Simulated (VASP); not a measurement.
# TaN in VASP: single point with PBEsol

Aim: the single point of TaN with PBEsol.

All numbers are computed with VASP 6.6.1; they aren't measurements. Logs are shortened: lines on timing, memory, paths and dates and some standing lists are left out, and cuts for length are marked.

## 1. The cell of the first run

The cell holds a slab with vacuum, 24 atoms: a = 2.871 Å, b = 7.736 Å, c = 25.847 Å, α = 90.00°, β = 90.00°, γ = 90.00°.

## 2. Single point, PBEsol

INCAR

```
ALGO = Fast ; DIPOL = 0.5 0.5 0.500
EDIFF = 1E-7 ; ENCUT = 520
GGA = PS ; IDIPOL = 3
ISIF = 2 ; ISMEAR = 0
LASPH = True ; LCHARG = False
LDIPOL = True ; LREAL = Auto
LWAVE = False ; NBANDS = 114
NELM = 60 ; PREC = Accurate
SIGMA = 0.1
```

KPOINTS

```
k-points
0
Gamma
  12 5 1
```

POSCAR

```
TaN
1.0
    2.8707276426      0.0000000000      0.0000000000
    0.0000000000      7.7361478487      0.0000000000
    0.0000000000      0.0000000000     25.8471342471
N Ta
12 12
Direct
    0.0000000000      0.3499711934      0.2978481445
    0.0000000000      0.7066025446      0.3336680333
    0.0000000000      0.0710750440      0.3637860319
    0.0000000000      0.4301445444      0.4017576613
    0.0000000000      0.7880844736      0.4378835144
    0.0000000000      0.1438598383      0.4753473204
    0.0000000000      0.5012517266      0.5125837924
    0.0000000000      0.8567453392      0.5482358257
    0.0000000000      0.2176898621      0.5859401501
    0.0000000000      0.5720636228      0.6247804653
    0.0000000000      0.9264624325      0.6570199076
    0.0000000000      0.2581043380      0.6930577055
    0.5000000000      0.1635240766      0.3054403358
    0.5000000000      0.5072231745      0.3388402945
    0.5000000000      0.8533245119      0.3745866799
    0.5000000000      0.2151549689      0.4135673739
    0.5000000000      0.5728676948      0.4504139959
    0.5000000000      0.9297999688      0.4867755283
    0.5000000000      0.2881724842      0.5247631359
    0.5000000000      0.6430536269      0.5621614798
    0.5000000000      0.0010185175      0.5969660919
    0.5000000000      0.3556260315      0.6384425737
    0.5000000000      0.7209827341      0.6721270467
    0.5000000000      0.0700543934      0.7040069114
```

Potentials or basis: VASP PAW PBE potentials, release 64 (N, Ta_pv).

Started as:

```
$ cat potpaw_PBE.64/N/POTCAR potpaw_PBE.64/Ta_pv/POTCAR > POTCAR
$ mpirun -np 1 vasp_std > vasp.out
```

OUTCAR:

```text
EDIFF = 1E-7
   ENCUT = 520
   GGA = PS
   ISIF = 2
   ISMEAR = 0
   LASPH = True
   LREAL = Auto
   NELM = 60
   PREC = Accurate

 ion  position               nearest neighbor table
   1  0.000  0.350  0.298-  13 2.04  13 2.04  14 2.16  14 2.16
   2  0.000  0.707  0.334-  14 2.11  14 2.11  15 2.11  15 2.11
   3  0.000  0.071  0.364-  13 2.20  13 2.20  16 2.23  16 2.23  15 2.23  15 2.23
   4  0.000  0.430  0.402-  17 2.20  17 2.20  16 2.22  16 2.22  14 2.25  14 2.25
   5  0.000  0.788  0.438-  18 2.20  18 2.20  17 2.22  17 2.22  15 2.23  15 2.23
   6  0.000  0.144  0.475-  18 2.21  18 2.21  16 2.22  16 2.22  19 2.22  19 2.22
   7  0.000  0.501  0.513-  19 2.21  19 2.21  20 2.21  20 2.21  17 2.22  17 2.22
   8  0.000  0.857  0.548-  21 2.21  21 2.21  18 2.21  18 2.21  20 2.22  20 2.22
   9  0.000  0.218  0.586-  19 2.20  19 2.20  21 2.23  21 2.23  22 2.25  22 2.25
  10  0.000  0.572  0.625-  23 2.21  23 2.21  20 2.23  20 2.23  22 2.23  22 2.23
  11  0.000  0.926  0.657-  23 2.18  23 2.18  24 2.18  24 2.18  21 2.19  21 2.19
  12  0.000  0.258  0.693-  24 2.06  24 2.06  22 2.15  22 2.15
  13  0.500  0.164  0.305-   1 2.04   1 2.04   3 2.20   3 2.20  14 2.80  16 2.82  15 2.99
  14  0.500  0.507  0.339-   2 2.11   2 2.11   1 2.16   1 2.16   4 2.25   4 2.25  13 2.80  15 2.83
                            17 2.93  16 2.97
  15  0.500  0.853  0.375-   2 2.11   2 2.11   3 2.23   3 2.23   5 2.23   5 2.23  14 2.83  17 2.92
                            18 2.96  16 2.97  13 2.99
  16  0.500  0.215  0.414-   6 2.22   6 2.22   4 2.22   4 2.22   3 2.23   3 2.23  13 2.82  18 2.91
                            17 2.93  19 2.93  14 2.97  15 2.97
  17  0.500  0.573  0.450-   4 2.20   4 2.20   5 2.22   5 2.22   7 2.22   7 2.22  18 2.92  19 2.92
                            15 2.92  16 2.93  14 2.93  20 2.94
  18  0.500  0.930  0.487-   5 2.20   5 2.20   6 2.21   6 2.21   8 2.21   8 2.21  21 2.90  16 2.91
                            17 2.92  19 2.94  20 2.95  15 2.96
  19  0.500  0.288  0.525-   9 2.20   9 2.20   7 2.21   7 2.21   6 2.22   6 2.22  21 2.90  20 2.91
                            17 2.92  16 2.93  18 2.94  22 2.98
  20  0.500  0.643  0.562-   7 2.21   7 2.21   8 2.22   8 2.22  10 2.23  10 2.23  23 2.91  19 2.91
                            21 2.91  17 2.94  18 2.95  22 2.97
  21  0.500  0.001  0.597-  11 2.19  11 2.19   8 2.21   8 2.21   9 2.23   9 2.23  24 2.82  18 2.90
                            19 2.90  23 2.91  20 2.91  22 2.95
  22  0.500  0.356  0.638-  12 2.15  12 2.15  10 2.23  10 2.23   9 2.25   9 2.25  24 2.78  21 2.95
                            23 2.96  20 2.97  19 2.98
  23  0.500  0.721  0.672-  11 2.18  11 2.18  10 2.21  10 2.21  24 2.82  20 2.91  21 2.91  22 2.96

  24  0.500  0.070  0.704-  12 2.06  12 2.06  11 2.18  11 2.18  22 2.78  21 2.82  23 2.82

  LATTYP: Found a simple orthorhombic cell.
 ALAT       =     2.8707276426
 B/A-ratio  =     2.6948386653
 C/A-ratio  =     9.0036873800

  Lattice vectors:

 A1 = (   2.8707276426,   0.0000000000,   0.0000000000)
 A2 = (   0.0000000000,   7.7361478487,   0.0000000000)
 A3 = (   0.0000000000,   0.0000000000,  25.8471342471)

Analysis of symmetry for initial positions (statically):
=====================================================================
[... 189 lines left out ...]
   GGA     = PS    functional components
   LHFCALC =     F    Hartree Fock is set to
   AEXX    =    0.0000 exact exchange contribution
   IVDW    =     0    specifies the selected vdW correction
   LEPSILON=     F    determine dielectric tensor
   LRPA    =     F    only Hartree local field effects (RPA)
 non-spin polarized calculation
 RMM-DIIS sequential band-by-band and
 Gauss-broadening in eV      SIGMA  =   0.10
  energy-cutoff  :      520.00
  volume of cell :      574.02
 maximum number of plane-waves:     15527
 NGX is ok and might be reduce to    24
   NGX = 11   NGY = 29   NGZ = 97

 dipolmoment           0.000000      0.000000     -0.000982 electrons x Angstroem

 number of electron     191.9999984 magnetization

 dipolmoment           0.000000      0.000000      0.031895 electrons x Angstroem

 Free energy of the ion-electron system (eV)
  ---------------------------------------------------
  ext. energy  EPLUGINS =         0.00000000
  ---------------------------------------------------
  free energy    TOTEN  =      -276.32901579 eV

  energy without entropy =     -276.28335494  energy(sigma->0) =     -276.30618537

 E-fermi :   1.1048     XC(G=0):  -6.8495

 val. band max:        1.1025749728   @ k =   0.5000   0.4000   0.0000
 cond. band min:       1.1070206884   @ k =   0.0000   0.2000   0.0000
 fundamental gap:      0.0044457156
 Fermi energy:         1.1048193720

 k-point     1 :       0.0000    0.0000    0.0000
  band No.  band energies     occupation
      1     -34.4749      2.00000
      2     -34.4295      2.00000
      3     -34.3800      2.00000
      4     -34.3384      2.00000
      5     -34.3112      2.00000
      6     -34.3017      2.00000
[... 2320 lines left out ...]
    107       4.3209      0.00000
    108       4.4101      0.00000
 [bands above 108 left out]

------------------------ aborting loop because EDIFF is reached ----------------------------------------

 vacuum level on the upper side and lower side of the slab       (xc-potential included)         0.068        -0.178

  FORCE on cell =-STRESS in cart. coord.  units (eV):
  Direction    XX          YY          ZZ          XY          YZ          ZX
  --------------------------------------------------------------------------------------
  -------------------------------------------------------------------------------------
  Total       -9.5966210      0.2802656      1.0087706      0.0000000     -0.0054691      0.0000000
  in kB      -26.7855012      0.7822602      2.8156187      0.0000000     -0.0152650      0.0000000
  external PRESSURE =      -7.7292074 kB  Pullay stress =       0.0000000 kB

 VOLUME and BASIS-vectors are now :
 -----------------------------------------------------------------------------
  energy-cutoff  :      520.00
  volume of cell :      574.02
      direct lattice vectors                 reciprocal lattice vectors
     2.870727643  0.000000000  0.000000000     0.348343739  0.000000000  0.000000000
     0.000000000  7.736147849  0.000000000     0.000000000  0.129263300  0.000000000
     0.000000000  0.000000000 25.847134247     0.000000000  0.000000000  0.038689009

 POSITION                                       TOTAL-FORCE (eV/Angst)
 -----------------------------------------------------------------------------------
      0.00000      2.70743      7.69852         0.000000      0.021175     -0.040082
      0.00000      5.46638      8.62436         0.000000      0.022347     -0.034206
      0.00000      0.54985      9.40283         0.000000     -0.010266     -0.010907
      0.00000      3.32766     10.38428         0.000000      0.011609     -0.003305
      0.00000      6.09674     11.31803         0.000000      0.001950     -0.004857
      0.00000      1.11292     12.28637         0.000000      0.004445     -0.004965
[... 16 lines left out ...]
      1.43536      5.57763     17.37256         0.000000     -0.030786      0.049087
      1.43536      0.54195     18.19656         0.000000     -0.028061      0.070183
 -----------------------------------------------------------------------------------
    total drift:                                0.000000     -0.003024     -0.002699

  FREE ENERGIE OF THE ION-ELECTRON SYSTEM (eV)
  ---------------------------------------------------
  free  energy   TOTEN  =      -276.3290157921 eV

  energy  without entropy=     -276.2833549397  energy(sigma->0) =     -276.30618537

 vacuum level on the upper side and lower side of the slab         5.856         5.606
```

Run time: 1.9 h. Hardware: 1 thread of Oxide Virtual Turin-like, shared host; peak memory 1.1 GiB.

What came out:

- Free energy: -276.3290 eV
- Largest force: 0.076 eV/Å
- Band gap on the k mesh: zero (bands 96 and 97 overlap by 1.00 eV)

Forces on the atoms (eV/Å):
```
N    0.000  0.021 -0.040
N    0.000  0.022 -0.034
N    0.000 -0.010 -0.011
N    0.000  0.012 -0.003
N    0.000  0.002 -0.005
N    0.000  0.004 -0.005
N    0.000 -0.005 -0.004
N    0.000 -0.002 -0.003
N    0.000  0.005 -0.007
N    0.000  0.006 -0.002
N    0.000 -0.008  0.001
N    0.000  0.036  0.023
Ta   0.000 -0.056 -0.040
Ta   0.000  0.004  0.005
Ta   0.000  0.006  0.010
Ta   0.000  0.009  0.004
Ta   0.000 -0.010 -0.005
Ta   0.000  0.005 -0.003
Ta   0.000 -0.003 -0.006
Ta   0.000 -0.001  0.006
Ta   0.000  0.000 -0.001
Ta   0.000  0.021  0.003
Ta   0.000 -0.031  0.049
Ta   0.000 -0.028  0.070
```

Caveat: the PAW data sets were made with another functional, which shifts forces and pressure a little; spin-orbit coupling is left out, which moves the levels of the heavy elements.
